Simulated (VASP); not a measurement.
# Ba2CuSO2 (P4/mmm) in VASP: notebook, part 2 of 2

VASP 6.6.1. Earlier steps stand in the parts before.

**3. Single point, PBEsol+D3(BJ)**

This run uses another cell than the first one, of 18.11 Å³/atom.

Input file INCAR:

```
PREC = Accurate ; ENCUT = 520
EDIFF = 1E-6 ; ISMEAR = -1
SIGMA = 0.1 ; LREAL = F
LASPH = T ; NELM = 80
ALGO = Normal ; ISIF = 2
LWAVE = F ; LCHARG = T
GGA = PS ; IVDW = 12
LELF = T ; LVHAR = T
NBANDS = 34
```

Input file KPOINTS:

```
Automatic mesh
0
Gamma
  6 6 3
```

Input file POSCAR:

```
Ba2CuSO2
1.0
    3.8856615912      0.0000000000      0.0000000000
    0.0000000000      3.8856615912      0.0000000000
    0.0000000000      0.0000000000      7.1972419292
Ba Cu S O
2 1 1 2
Direct
    0.5000000000      0.5000000000      0.7574590000
    0.5000000000      0.5000000000      0.2425410000
    0.0000000000      0.0000000000      0.5000000000
    0.0000000000      0.0000000000      0.0000000000
    0.0000000000      0.5000000000      0.5000000000
    0.5000000000      0.0000000000      0.5000000000
```

Potentials or basis: VASP PAW PBE potentials, release 64 (Ba_sv, Cu, S, O).

Launch:

```sh
cat potpaw_PBE.64/Ba_sv/POTCAR potpaw_PBE.64/Cu/POTCAR potpaw_PBE.64/S/POTCAR potpaw_PBE.64/O/POTCAR > POTCAR
mpirun -np 1 vasp_std > vasp.out
```

OUTCAR:

```text
PREC = Accurate
   ENCUT = 520
   EDIFF = 1E-6
   ISMEAR = -1
   LREAL = F
   LASPH = T
   NELM = 80
   ISIF = 2
   GGA = PS
   IVDW = 12
 IVDW          = 12

 ion  position               nearest neighbor table
   1  0.500  0.500  0.757-   5 2.68   6 2.68   6 2.68   5 2.68   4 3.26   4 3.26   4 3.26   4 3.26
                             3 3.31   3 3.31   3 3.31   3 3.31   2 3.49   2 3.71
   2  0.500  0.500  0.243-   5 2.68   6 2.68   6 2.68   5 2.68   4 3.26   4 3.26   4 3.26   4 3.26
                             3 3.31   3 3.31   3 3.31   3 3.31   1 3.49   1 3.71
   3  0.000  0.000  0.500-   5 1.94   6 1.94   5 1.94   6 1.94   1 3.31   2 3.31   1 3.31   1 3.31
                             2 3.31   2 3.31   1 3.31   2 3.31
   4  0.000  0.000  0.000-   1 3.26   2 3.26   1 3.26   2 3.26   1 3.26   2 3.26   1 3.26   2 3.26

   5  0.000  0.500  0.500-   3 1.94   3 1.94   1 2.68   2 2.68   1 2.68   2 2.68
   6  0.500  0.000  0.500-   3 1.94   3 1.94   1 2.68   1 2.68   2 2.68   2 2.68

  LATTYP: Found a simple tetragonal cell.
 ALAT       =     3.8856615912
 C/A-ratio  =     1.8522564975

  Lattice vectors:

 A1 = (   3.8856615912,   0.0000000000,   0.0000000000)
 A2 = (   0.0000000000,   3.8856615912,   0.0000000000)
 A3 = (   0.0000000000,   0.0000000000,   7.1972419292)

Analysis of symmetry for initial positions (statically):
=====================================================================
 Subroutine PRICEL returns:
 Original cell was already a primitive cell.

 Routine SETGRP: Setting up the symmetry group for a
 simple tetragonal supercell.

 Subroutine GETGRP returns: Found 16 space group operations
 (whereof 16 operations were pure point group operations)
 out of a pool of 16 trial point group operations.

The static configuration has the point symmetry D_4h.

Analysis of symmetry for dynamics (positions and initial velocities):
=====================================================================
 Subroutine PRICEL returns:
 Original cell was already a primitive cell.

[... 133 lines left out ...]
  Thomas-Fermi vector in A             =   2.389138
   LORBIT       =      0    0 simple, 1 ext, 2 COOP (PROOUT), +10 PAW based schemes
   GGA     = PS    functional components
   LHFCALC =     F    Hartree Fock is set to
   AEXX    =    0.0000 exact exchange contribution
   IVDW    =    12    specifies the selected vdW correction
   LEPSILON=     F    determine dielectric tensor
   LRPA    =     F    only Hartree local field effects (RPA)
 non-spin polarized calculation
  energy-cutoff  :      520.00
  volume of cell :      108.67
 maximum number of plane-waves:      2960
 NGX is ok and might be reduce to    30
   NGX = 15   NGY = 15   NGZ = 27

 number of electron      49.0000011 magnetization

 Free energy of the ion-electron system (eV)
  ---------------------------------------------------
  ext. energy  EPLUGINS =         0.00000000
  ---------------------------------------------------
  free energy    TOTEN  =       -34.15785097 eV

  energy without entropy =      -34.11476222  energy(sigma->0) =      -34.13630660

 E-fermi :   3.5918     XC(G=0): -10.5880

 val. band max:        3.3089809330   @ k =   0.0000   0.0000   0.0000
 cond. band min:       3.6458449209   @ k =   0.3333   0.1667   0.0000
 fundamental gap:      0.3368639879
 Fermi energy:         3.5917747876

 k-point     1 :       0.0000    0.0000    0.0000
  band No.  band energies     occupation
      1     -22.7421      2.00000
      2     -22.4983      2.00000
      3     -14.6494      2.00000
      4     -13.3149      2.00000
      5      -8.7055      2.00000
      6      -7.7337      2.00000
[... 729 lines left out ...]
     33      12.3239      0.00000
     34      12.9057      0.00000

------------------------ aborting loop because EDIFF is reached ----------------------------------------

 Edisp (eV)   -1.82922

 E8    (eV) :    -1.2955

  FORCE on cell =-STRESS in cart. coord.  units (eV):
  Direction    XX          YY          ZZ          XY          YZ          ZX
  --------------------------------------------------------------------------------------
  -------------------------------------------------------------------------------------
  Total       1.31844     1.31844     0.46046     0.00000    -0.00000     0.00000
  in kB      19.43901    19.43901     6.78897     0.00000    -0.00000     0.00000
  external pressure =       15.22 kB  Pullay stress =        0.00 kB

 VOLUME and BASIS-vectors are now :
 -----------------------------------------------------------------------------
  energy-cutoff  :      520.00
  volume of cell :      108.67
      direct lattice vectors                 reciprocal lattice vectors
     3.885661591  0.000000000  0.000000000     0.257356431  0.000000000  0.000000000
     0.000000000  3.885661591  0.000000000     0.000000000  0.257356431  0.000000000
     0.000000000  0.000000000  7.197241929     0.000000000  0.000000000  0.138942113

 POSITION                                       TOTAL-FORCE (eV/Angst)
 -----------------------------------------------------------------------------------
      1.94283      1.94283      5.45162         0.000000      0.000000      0.207455
      1.94283      1.94283      1.74563        -0.000000     -0.000000     -0.207455
      0.00000      0.00000      3.59862         0.000000     -0.000000      0.000000
      0.00000      0.00000      0.00000         0.000000     -0.000000      0.000000
      0.00000      1.94283      3.59862         0.000000     -0.000000      0.000000
      1.94283      0.00000      3.59862         0.000000     -0.000000      0.000000
 -----------------------------------------------------------------------------------
    total drift:                                0.000000      0.000000      0.000000

  FREE ENERGIE OF THE ION-ELECTRON SYSTEM (eV)
  ---------------------------------------------------
  free  energy   TOTEN  =       -35.9870724649 eV

  energy  without entropy=      -35.9439837135  energy(sigma->0) =      -35.96552809
```

OSZICAR:

```text
N       E                     dE             d eps       ncg     rms          rms(c)
DAV:   1     0.475549639866E+03    0.47555E+03   -0.21743E+04  1360   0.150E+03
DAV:   2     0.218619062694E+02   -0.45369E+03   -0.41716E+03  1490   0.372E+02
DAV:   3    -0.376839785621E+02   -0.59546E+02   -0.56932E+02  1888   0.140E+02
DAV:   4    -0.413054716757E+02   -0.36215E+01   -0.35947E+01  2088   0.309E+01
DAV:   5    -0.414327069490E+02   -0.12724E+00   -0.12713E+00  1904   0.511E+00    0.216E+01
DAV:   6    -0.413920306790E+02    0.40676E-01   -0.83601E+01  1710   0.130E+02    0.170E+01
DAV:   7    -0.343549270898E+02    0.70371E+01   -0.22724E+01  1924   0.111E+02    0.682E+00
DAV:   8    -0.341967539233E+02    0.15817E+00   -0.36055E+00  2062   0.204E+01    0.334E+00
DAV:   9    -0.341757951655E+02    0.20959E-01   -0.57880E-01  1968   0.634E+00    0.112E+00
DAV:  10    -0.341576485907E+02    0.18147E-01   -0.49711E-02  2320   0.408E+00    0.363E-01
DAV:  11    -0.341577959209E+02   -0.14733E-03   -0.16703E-02  2128   0.191E+00    0.143E-01
DAV:  12    -0.341578152790E+02   -0.19358E-04   -0.15187E-03  2328   0.503E-01    0.439E-02
DAV:  13    -0.341578447640E+02   -0.29485E-04   -0.16513E-04  2016   0.155E-01    0.302E-02
DAV:  14    -0.341578745024E+02   -0.29738E-04   -0.14924E-04  2192   0.262E-01    0.359E-02
DAV:  15    -0.341578511399E+02    0.23362E-04   -0.47332E-05  2320   0.147E-01    0.872E-03
DAV:  16    -0.341578509734E+02    0.16649E-06   -0.88179E-06  1976   0.255E-02
   1 F= -.35987072E+02 E0= -.35965528E+02  d E =-.430888E-01
```

It took 2.4 min on 1 thread of Intel Xeon Platinum 8259CL at 2.50GHz (Skylake/Cascade Lake), shared host; peak memory 0.26 GiB.

What came out:

```
Free energy                : -35.9871 eV
Pressure                   : 1.5 GPa
Largest force              : 0.207 eV/Å
Band gap on the k mesh     : zero (an odd number of electrons rules out a gap without spin polarisation)
Dispersion energy per atom : -0.305 eV
```

Forces on the atoms (eV/Å):
```
Ba   0.000  0.000  0.207
Ba   0.000  0.000 -0.207
Cu   0.000  0.000  0.000
S    0.000  0.000  0.000
O    0.000  0.000  0.000
O    0.000  0.000  0.000
```

Stress tensor (GPa, compression positive):
```
1.94 0.00 0.00
0.00 1.94 0.00
0.00 0.00 0.68
```

Caveat: the PAW data sets were made with another functional, which shifts forces and pressure a little; spin-orbit coupling is left out, which moves the levels of the heavy elements; an odd number of electrons without spin polarisation forces a metal; a magnetic or distorted state may lie lower; semilocal functionals often make such compounds metallic where correlation or magnetic order opens a gap, which also shifts bond lengths. With open d or f shells a metallic result of PBEsol can be an artefact of self-interaction; +U or a hybrid may open a gap.

**4. Single point, PBEsol+D3(BJ)**

This run uses another cell than the first one, of 18.90 Å³/atom.

Input file INCAR:

```
SYSTEM = Ba2CuSO2
  ALGO = Normal
  EDIFF = 1E-6
  ENCUT = 520
  GGA = PS
  ISIF = 2
  ISMEAR = -1
  IVDW = 12
  LASPH = .TRUE.
  LCHARG = .FALSE.
  LREAL = .FALSE.
  LWAVE = .FALSE.
  NBANDS = 34
  NELM = 80
  PREC = Accurate
  SIGMA = 0.1
```

Input file KPOINTS:

```
k-points
0
G
  6 6 3
  0 0 0
```

POSCAR: that of step 3 with these lines changed.

```diff
@@ -2,5 +2,5 @@
 1.0
-    3.8856615912      0.0000000000      0.0000000000
-    0.0000000000      3.8856615912      0.0000000000
-    0.0000000000      0.0000000000      7.1972419292
+    3.9411785431      0.0000000000      0.0000000000
+    0.0000000000      3.9411785431      0.0000000000
+    0.0000000000      0.0000000000      7.3000735642
 Ba Cu S O
```

Launch:

```sh
cat potpaw_PBE.64/Ba_sv/POTCAR potpaw_PBE.64/Cu/POTCAR potpaw_PBE.64/S/POTCAR potpaw_PBE.64/O/POTCAR > POTCAR
mpirun -np 1 vasp_std > vasp.out
```

Run time: 2.1 min. Hardware: 1 thread of Intel Xeon Platinum 8259CL at 2.50GHz (Skylake/Cascade Lake), shared host; peak memory 0.26 GiB.

The run converged. Its results:

```yaml
Free_energy: -35.9750 eV
Pressure: -2.3 GPa
Largest_force: 0.085 eV/Å
Band_gap_on_the_k_mesh: zero (an odd number of electrons rules out a gap without spin polarisation)
Dispersion_energy_per_atom: -0.292 eV
```

Forces in eV/Å, atoms in the order of the input:
```
Ba   0.000  0.000 -0.085
Ba   0.000  0.000  0.085
Cu   0.000  0.000  0.000
S    0.000  0.000  0.000
O    0.000  0.000  0.000
O    0.000  0.000  0.000
```

Stress tensor (GPa, compression positive):
```
-2.20  0.00  0.00
 0.00 -2.20  0.00
 0.00  0.00 -2.57
```

Levels at points of the mesh, in eV from the Fermi level:
```tsv
k point	band 20	band 21	band 22	band 23	band 24	band 25	band 26	band 27	band 28	band 29
(0.00, 0.00, 0.00)	-1.96	-1.59	-1.59	-1.04	-0.26	-0.26	1.51	2.45	3.71	4.83
(0.50, 0.00, 0.00)	-1.62	-0.97	-0.95	-0.95	-0.76	-0.57	3.49	4.15	4.22	4.97
(0.50, 0.50, 0.00)	-1.87	-1.02	-0.83	-0.83	-0.76	1.93	3.98	4.16	4.67	6.48
```

Caveat: the PAW data sets were made with another functional, which shifts forces and pressure a little; spin-orbit coupling is left out, which moves the levels of the heavy elements; an odd number of electrons without spin polarisation forces a metal; a magnetic or distorted state may lie lower; semilocal functionals often make such compounds metallic where correlation or magnetic order opens a gap, which also shifts bond lengths. With open d or f shells a metallic result of PBEsol can be an artefact of self-interaction; +U or a hybrid may open a gap.

**5. Single point, PBEsol+D3(BJ)**

This run uses another cell than the first one, of 19.69 Å³/atom.

Input file INCAR:

```
  PREC = Accurate
  ENCUT = 520
  EDIFF = 1E-7
  ISMEAR = -1
  SIGMA = 0.1
  LREAL = False
  LASPH = True
  NELM = 100
  ALGO = Normal
  ISIF = 2
  LWAVE = False
  LCHARG = False
  GGA = PS
  IVDW = 12
  NBANDS = 34
```

Input file KPOINTS:

```
regular mesh
0
Gamma
  6 6 3
```

POSCAR: that of step 4 with these lines changed.

```diff
@@ -2,5 +2,5 @@
 1.0
-    3.9411785431      0.0000000000      0.0000000000
-    0.0000000000      3.9411785431      0.0000000000
-    0.0000000000      0.0000000000      7.3000735642
+    3.9951740000      0.0000000000      0.0000000000
+    0.0000000000      3.9951740000      0.0000000000
+    0.0000000000      0.0000000000      7.4000870000
 Ba Cu S O
```

Launch:

```sh
cat potpaw_PBE.64/Ba_sv/POTCAR potpaw_PBE.64/Cu/POTCAR potpaw_PBE.64/S/POTCAR potpaw_PBE.64/O/POTCAR > POTCAR
mpirun -np 1 vasp_std > vasp.out
```

Wall time 2.5 min (1 thread of Intel Xeon Platinum 8259CL at 2.50GHz (Skylake/Cascade Lake), shared host); peak memory 0.28 GiB.

The run converged. Its results:

* Free energy: -35.8627 eV
* Pressure: -5.3 GPa
* Largest force: 0.334 eV/Å
* Band gap on the k mesh: zero (an odd number of electrons rules out a gap without spin polarisation)
* Dispersion energy per atom: -0.279 eV

Forces in eV/Å, atoms in the order of the input:
```
Ba   0.000  0.000 -0.334
Ba   0.000  0.000  0.334
Cu   0.000  0.000  0.000
S    0.000  0.000  0.000
O    0.000  0.000  0.000
O    0.000  0.000  0.000
```

Stress tensor (GPa, compression positive):
```
-5.44  0.00  0.00
 0.00 -5.44  0.00
 0.00  0.00 -5.11
```

Levels at points of the mesh, in eV from the Fermi level:
```
           k point  band 21  band 22  band 23  band 24  band 25  band 26  band 27  band 28
(0.00, 0.00, 0.00)    -1.45    -1.45    -0.98    -0.24    -0.24     1.55     2.53     3.52
(0.50, 0.00, 0.00)    -0.91    -0.90    -0.87    -0.75    -0.51     3.49     4.10     4.19
(0.50, 0.50, 0.00)    -0.96    -0.77    -0.77    -0.65     1.85     3.96     4.10     4.54
```

Caveat: the cell stands under tension; the PAW data sets were made with another functional, which shifts forces and pressure a little; spin-orbit coupling is left out, which moves the levels of the heavy elements; an odd number of electrons without spin polarisation forces a metal; a magnetic or distorted state may lie lower; semilocal functionals often make such compounds metallic where correlation or magnetic order opens a gap, which also shifts bond lengths. With open d or f shells a metallic result of PBEsol can be an artefact of self-interaction; +U or a hybrid may open a gap.

**6. Overview**

| cell | gap on the mesh (eV) | pressure (GPa) | largest force (eV/Å) |
| --- | --- | --- | --- |
| a = 3.829, b = 3.829, c = 7.091 Å, 6 atoms | none | 6.4 | 0.55 |
| a = 3.886, b = 3.886, c = 7.197 Å, 6 atoms | none | 1.5 | 0.21 |
| a = 3.941, b = 3.941, c = 7.300 Å, 6 atoms | none | -2.3 | 0.08 |
| a = 3.995, b = 3.995, c = 7.400 Å, 6 atoms | none | -5.3 | 0.33 |

Alike in all rows: task single point; level PBEsol+D3(BJ); potentials or basis VASP PAW PBE potentials, release 64 (Ba_sv, Cu, S, O); no spin polarisation; k mesh 6 × 6 × 3; cutoff (eV) 520; smearing fermi-dirac 0.1 eV.

Caveats: the PAW data sets were made with another functional, which shifts forces and pressure a little; spin-orbit coupling is left out, which moves the levels of the heavy elements; an odd number of electrons without spin polarisation forces a metal; a magnetic or distorted state may lie lower; semilocal functionals often make such compounds metallic where correlation or magnetic order opens a gap, which also shifts bond lengths; the cell stands under pressure (at least some runs); the cell stands under tension (at least some runs).

Total energies depend on the potentials used, so only differences within one code and one set of settings carry meaning.
